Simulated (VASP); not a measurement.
# TiNi (P4/mmm) in VASP: notebook

The runs below take TiNi through single point, with PBEsol.

All numbers are computed with VASP 6.6.1; they aren't measurements. Logs are shortened: lines on timing, memory, paths and dates and some standing lists are left out, and cuts for length are marked.

## 1. The cell of the first run

The structure is tetragonal, space group P4/mmm (No. 123). Conventional cell: a = 2.599 Å, b = 2.599 Å, c = 3.760 Å, α = 90.00°, β = 90.00°, γ = 90.00°. Within 3.4 Å of Ti (site symmetry 4/mmm) lie 4 Ti at 2.60 Å and 8 Ni at 2.63 Å. Ni (site symmetry 4/mmm) has 4 Ni at 2.60 Å and 8 Ti at 2.63 Å within 3.4 Å.

## 2. Single point, PBEsol (strain -0.050 along x and y, +0.050 along z)

INCAR reads:

```
PREC = Accurate
ENCUT = 550
EDIFF = 1E-6
ISMEAR = 0
SIGMA = 0.15
LREAL = False
LASPH = True
NELM = 300
ALGO = All
ISIF = 2
LWAVE = False
LCHARG = False
GGA = PS
NBANDS = 18
GGA_COMPAT = False
ISEARCH = 1
KPAR = 4
```

KPOINTS reads:

```
regular mesh
0
Gamma
  18 18 14
```

POSCAR reads:

```
TiNi
1.0
    2.5990128500      0.0000000000      0.0000000000
    0.0000000000      2.5990128500      0.0000000000
    0.0000000000      0.0000000000      3.7604805000
Ti Ni
1 1
Direct
    0.5000000000      0.5000000000      0.5000000000
    0.0000000000      0.0000000000      0.0000000000
```

Potentials or basis: VASP PAW PBE potentials, release 64 (Ti_sv, Ni).

On the command line:

```console
$ cat potpaw_PBE.64/Ti_sv/POTCAR potpaw_PBE.64/Ni/POTCAR > POTCAR
$ mpirun -np 4 vasp_std > vasp.out
```

OUTCAR:

```text
PREC = Accurate
   ENCUT = 550
   EDIFF = 1E-6
   ISMEAR = 0
   LREAL = False
   LASPH = True
   NELM = 300
   ISIF = 2
   GGA = PS

 ion  position               nearest neighbor table
   1  0.500  0.500  0.500-   2 2.63   2 2.63   2 2.63   2 2.63   2 2.63   2 2.63   2 2.63   2 2.63

   2  0.000  0.000  0.000-   1 2.63   1 2.63   1 2.63   1 2.63   1 2.63   1 2.63   1 2.63   1 2.63

  LATTYP: Found a simple tetragonal cell.
 ALAT       =     2.5990128500
 C/A-ratio  =     1.4468879983

  Lattice vectors:

 A1 = (   2.5990128500,   0.0000000000,   0.0000000000)
 A2 = (   0.0000000000,   2.5990128500,   0.0000000000)
 A3 = (   0.0000000000,   0.0000000000,   3.7604805000)

Analysis of symmetry for initial positions (statically):
=====================================================================
 Subroutine PRICEL returns:
 Original cell was already a primitive cell.

 Routine SETGRP: Setting up the symmetry group for a
 simple tetragonal supercell.

 Subroutine GETGRP returns: Found 16 space group operations
 (whereof 16 operations were pure point group operations)
 out of a pool of 16 trial point group operations.

The static configuration has the point symmetry D_4h.

Analysis of symmetry for dynamics (positions and initial velocities):
=====================================================================
 Subroutine PRICEL returns:
 Original cell was already a primitive cell.

 Routine SETGRP: Setting up the symmetry group for a
 simple tetragonal supercell.

 Subroutine GETGRP returns: Found 16 space group operations
 (whereof 16 operations were pure point group operations)
 out of a pool of 16 trial point group operations.

The dynamic configuration has the point symmetry D_4h.

 Subroutine INISYM returns: Found 16 space group operations
 (whereof 16 operations are pure point group operations),
 and found     1 'primitive' translations

----------------------------------------------------------------------------------------

                                     Primitive cell

  volume of cell :      25.4015

  direct lattice vectors                    reciprocal lattice vectors
     2.599012850  0.000000000  0.000000000     0.384761468  0.000000000  0.000000000
     0.000000000  2.599012850  0.000000000     0.000000000  0.384761468  0.000000000
     0.000000000  0.000000000  3.760480500     0.000000000  0.000000000  0.265923464

  length of vectors
     2.599012850  2.599012850  3.760480500     0.384761468  0.384761468  0.265923464

  position of ions in fractional coordinates (direct lattice)
     0.500000000  0.500000000  0.500000000
     0.000000000  0.000000000  0.000000000

  ion indices of the primitive-cell ions
   primitive index   ion index
                 1           1
                 2           2

----------------------------------------------------------------------------------------

 KPOINTS: regular mesh

Automatic generation of k-mesh.
 Grid dimensions read from file:
 generate k-points for:   18   18   14

 Generating k-lattice:

  Cartesian coordinates                     Fractional coordinates (reciprocal lattice)
     0.021375637  0.000000000  0.000000000     0.055555556  0.000000000  0.000000000
     0.000000000  0.021375637  0.000000000     0.000000000  0.055555556  0.000000000
     0.000000000  0.000000000  0.018994533     0.000000000  0.000000000  0.071428571

  Length of vectors
     0.021375637  0.021375637  0.018994533

  Shift w.r.t. Gamma in fractional coordinates (k-lattice)
     0.000000000  0.000000000  0.000000000

 Subroutine IBZKPT returns following result:
 ===========================================

 Found    440 irreducible k-points:

 Following reciprocal coordinates:
            Coordinates               Weight
  0.000000  0.000000  0.000000      1.000000
  0.055556  0.000000  0.000000      4.000000
  0.111111  0.000000  0.000000      4.000000
  0.166667  0.000000  0.000000      4.000000
  0.222222  0.000000  0.000000      4.000000
  0.277778  0.000000  0.000000      4.000000
[... 16 lines left out ...]
  0.277778  0.111111  0.000000      8.000000
  0.333333  0.111111  0.000000      8.000000
 [... further k-points ...]
   k-points           NKPTS =    440   k-points in BZ     NKDIM =    440   number of bands    NBANDS=     18
   number of dos      NEDOS =    301   number of ions     NIONS =      2
   total plane-waves  NPLWV =  12000
   dimension x,y,z NGX =    20 NGY =   20 NGZ =   30
   dimension x,y,z NGXF=    40 NGYF=   40 NGZF=   60
   ions per type =               1   1
   NGX,Y,Z   is equivalent  to a cutoff of  12.79, 12.79, 13.26 a.u.
   NGXF,Y,Z  is equivalent  to a cutoff of  25.59, 25.59, 26.53 a.u.
 SYSTEM =  unknown system
   PREC   = accura    normal or accurate (medium, high low for compatibility)
   ISTART =      0    job   : 0-new  1-cont  2-samecut
   ICHARG =      2    charge: 1-file 2-atom 10-const
   ISPIN  =      1    spin polarized calculation?
   LNONCOLLINEAR =      F non collinear calculations
   LSORBIT =      F    spin-orbit coupling
   LASPH  =      T    aspherical Exc in radial PAW
   ENCUT  =  550.0 eV  40.42 Ry    6.36 a.u.   4.97  4.97  7.19*2*pi/ulx,y,z
   NELM   =    300;   NELMIN=  2; NELMDL= -5     # of ELM steps
   EDIFF  = 0.1E-05   stopping-criterion for ELM
   LREAL  =      F    real-space projection
   EDIFFG = 0.1E-04   stopping-criterion for IOM
   NSW    =      0    number of steps for IOM
   IBRION =     -1    ionic relax: 0-MD 1-quasi-New 2-CG
   NFREE  =      0    steps in history (QN), initial steepest desc. (CG)
   ISIF   =      2    stress and relaxation
   ISYM   =      2    0-nonsym 1-usesym 2-fastsym
   POTIM  = 0.5000    time-step for ionic-motion
   TEBEG  =    0.0;   TEEND  =   0.0 temperature during run
   PSTRESS=    0.0 pullay stress
   NELECT =      22.0000    total number of electrons
   NUPDOWN=      -1.0000    fix difference up-down
   EMIN   =  10.00;   EMAX   =-10.00  energy-range for DOS
   EFERMI =   0.00;   METHOD = LEGACY
   ISMEAR =     0;   SIGMA  =   0.15  broadening in eV -4-tet -1-fermi 0-gaus
   EFERMI_NEDOS =   21; number of points for ismear=-14 and -15
   IALGO  =     58    algorithm
   IMIX   =      4    mixing-type and parameters
     AMIX     =   0.40;   BMIX     =  1.00
     AMIX_MAG =   1.60;   BMIX_MAG =  1.00
  volume/ion in A,a.u.               =      12.70        85.71
  Fermi-wavevector in a.u.,A,eV,Ry     =   1.560495  2.948908 33.132146  2.435144
  Thomas-Fermi vector in A             =   2.663698
   LORBIT       =      0    0 simple, 1 ext, 2 COOP (PROOUT), +10 PAW based schemes
   GGA     = PS    functional components
   LHFCALC =     F    Hartree Fock is set to
   AEXX    =    0.0000 exact exchange contribution
   IVDW    =     0    specifies the selected vdW correction
   LEPSILON=     F    determine dielectric tensor
   LRPA    =     F    only Hartree local field effects (RPA)
 non-spin polarized calculation
 Gauss-broadening in eV      SIGMA  =   0.15
  energy-cutoff  :      550.00
  volume of cell :       25.40
 maximum number of plane-waves:       768
 NGX is ok and might be reduce to    20
   NGX =  9   NGY =  9   NGZ = 15

 number of electron      22.0000000 magnetization

 Free energy of the ion-electron system (eV)
  ---------------------------------------------------
  ext. energy  EPLUGINS =         0.00000000
  ---------------------------------------------------
  free energy    TOTEN  =       -15.12631210 eV

  energy without entropy =      -15.10226567  energy(sigma->0) =      -15.11428888

 E-fermi :   9.7128     XC(G=0): -12.9201

 val. band max:        9.7080778457   @ k =   0.5000   0.5000   0.1429
 cond. band min:       9.7159600129   @ k =   0.2222   0.1111   0.0714
 fundamental gap:      0.0078821672
 Fermi energy:         9.7127895130

 k-point     1 :       0.0000    0.0000    0.0000
  band No.  band energies     occupation
      1     -46.6834      2.00000
      2     -23.0405      2.00000
      3     -22.5009      2.00000
      4     -22.5009      2.00000
      5       2.0192      2.00000
      6       5.6837      2.00000
[... 10 lines left out ...]
     17      20.8561      0.00000
     18      23.8171      0.00000

 k-point     2 :       0.0556    0.0000    0.0000
  band No.  band energies     occupation
      1     -46.6790      2.00000
      2     -23.0369      2.00000
      3     -22.5321      2.00000
      4     -22.4982      2.00000
      5       2.0995      2.00000
      6       5.7310      2.00000
[... 10 lines left out ...]
     17      20.8485      0.00000
     18      23.2209      0.00000

 k-point     3 :       0.1111    0.0000    0.0000
  band No.  band energies     occupation
      1     -46.6663      2.00000
      2     -23.0267      2.00000
      3     -22.6214      2.00000
      4     -22.4906      2.00000
      5       2.3369      2.00000
      6       5.8649      2.00000
[... 10 lines left out ...]
     17      20.8229      0.00000
     18      21.8925      0.00000

 k-point     4 :       0.1667    0.0000    0.0000
  band No.  band energies     occupation
      1     -46.6469      2.00000
      2     -23.0109      2.00000
      3     -22.7567      2.00000
      4     -22.4788      2.00000
      5       2.7207      2.00000
      6       6.0643      2.00000
[... 375 lines left out ...]
      4     -22.5808      2.00000
      5       3.5163      2.00000
      6       6.4102      2.00000
[... 10 lines left out ...]
     17      19.1560      0.00000
     18      20.8315      0.00000

 k-point    23 :       0.2778    0.1111    0.0000
  band No.  band energies     occupation
      1     -46.5806      2.00000
      2     -23.0761      2.00000
      3     -22.9569      2.00000
      4     -22.5640      2.00000
      5       4.1121      2.00000
      6       6.6229      2.00000
[... 10 lines left out ...]
     17      17.8897      0.00000
     18      20.8441      0.00000

 k-point    24 :       0.3333    0.1111    0.0000
  band No.  band energies     occupation
      1     -46.5564      2.00000
      2     -23.2327      2.00000
      3     -22.9373      2.00000
      4     -22.5481      2.00000
      5       4.7715      2.00000
      6       6.8251      2.00000
[... 10 lines left out ...]
     17      18.8983      0.00000
     18      20.8783      0.00000

 [... further k-points ...]
[... 5 lines left out ...]
  --------------------------------------------------------------------------------------
  -------------------------------------------------------------------------------------
  Total        0.7202382      0.7202382     -0.8773176      0.0000000      0.0000000      0.0000000
  in kB       45.4283083     45.4283083    -55.3359338      0.0000000      0.0000000      0.0000000
  external PRESSURE =      11.8402276 kB  Pullay stress =       0.0000000 kB

 VOLUME and BASIS-vectors are now :
 -----------------------------------------------------------------------------
  energy-cutoff  :      550.00
  volume of cell :       25.40
      direct lattice vectors                 reciprocal lattice vectors
     2.599012850  0.000000000  0.000000000     0.384761468  0.000000000  0.000000000
     0.000000000  2.599012850  0.000000000     0.000000000  0.384761468  0.000000000
     0.000000000  0.000000000  3.760480500     0.000000000  0.000000000  0.265923464

 POSITION                                       TOTAL-FORCE (eV/Angst)
 -----------------------------------------------------------------------------------
      1.29951      1.29951      1.88024         0.000000      0.000000      0.000000
      0.00000      0.00000      0.00000         0.000000      0.000000      0.000000
 -----------------------------------------------------------------------------------
    total drift:                               -0.000000      0.000000      0.000000

  FREE ENERGIE OF THE ION-ELECTRON SYSTEM (eV)
  ---------------------------------------------------
  free  energy   TOTEN  =       -15.1263121010 eV

  energy  without entropy=      -15.1022659737  energy(sigma->0) =      -15.11428904
```

Run time: 28 s. Hardware: 4 MPI ranks of AMD EPYC 9R45 (Zen 5), shared host; peak memory 0.49 GiB.

What came out:

| Quantity | Value |
| --- | --- |
| Free energy | -15.1263 eV |
| Pressure | 1.2 GPa |
| Band gap on the k mesh | zero (bands 11 and 12 overlap by 3.10 eV) |

Caveat: the cell differs from its parent crystal (strain -0.050 along x and y, +0.050 along z); the stress differs along the axes, from -6 to 5 GPa; the PAW data sets were made with another functional, which shifts forces and pressure a little.

## 3. Single point, PBEsol (strain +0.050 along x and y, +0.000 along z)

INCAR reads:

```
SYSTEM = TiNi
  PREC = Accurate
  ENCUT = 550
  EDIFF = 1E-6
  ISMEAR = 0
  SIGMA = 0.15
  LREAL = .FALSE.
  LASPH = .TRUE.
  NELM = 300
  ALGO = All
  ISIF = 2
  LWAVE = .FALSE.
  LCHARG = .FALSE.
  GGA = PS
  NBANDS = 18
  GGA_COMPAT = .FALSE.
  ISEARCH = 1
  KPAR = 4
```

KPOINTS reads:

```
Automatic mesh
0
G
  18 18 14
  0 0 0
```

POSCAR reads:

```
TiNi
1.0
    2.8725931500      0.0000000000      0.0000000000
    0.0000000000      2.8725931500      0.0000000000
    0.0000000000      0.0000000000      3.5814100000
Ti Ni
1 1
Direct
    0.5000000000      0.5000000000      0.5000000000
    0.0000000000      0.0000000000      0.0000000000
```

Potentials or basis: VASP PAW PBE potentials, release 64 (Ti_sv, Ni).

On the command line:

```console
$ cat potpaw_PBE.64/Ti_sv/POTCAR potpaw_PBE.64/Ni/POTCAR > POTCAR
$ mpirun -np 4 vasp_std > vasp.out
```

It took 73 s on 4 MPI ranks of Intel Xeon Platinum 8259CL at 2.50GHz (Skylake/Cascade Lake), shared host; peak memory 0.58 GiB.

Results (log left out):

* Free energy: -14.9664 eV
* Pressure: -17.1 GPa
* Band gap on the k mesh: zero (bands 11 and 12 overlap by 2.52 eV)

Stress tensor (GPa, compression positive):
```
-16.14   0.00   0.00
  0.00 -16.14   0.00
  0.00   0.00 -19.17
```

Levels at points of the mesh, in eV from the Fermi level:
```tsv
k point	band 9	band 10	band 11	band 12	band 13	band 14
(0.00, 0.00, 0.00)	-1.71	-1.20	-0.12	0.62	2.48	2.48
(0.50, 0.00, 0.00)	-1.57	-1.38	-0.44	-0.34	0.08	1.26
(0.50, 0.50, 0.00)	-0.78	-0.03	1.66	1.66	1.90	1.91
(0.00, 0.00, 0.50)	-1.53	-1.37	-1.12	-0.86	1.51	1.51
(0.50, 0.00, 0.50)	-1.57	-0.40	0.04	0.27	0.39	2.02
(0.50, 0.50, 0.50)	-1.38	-1.38	-1.28	-0.77	2.44	3.58
```

Caveat: the cell differs from its parent crystal (strain +0.050 along x and y, +0.000 along z); the cell stands under tension; the PAW data sets were made with another functional, which shifts forces and pressure a little. Spin polarisation is off, so any magnetic state and its effect on volume and gap are missing.
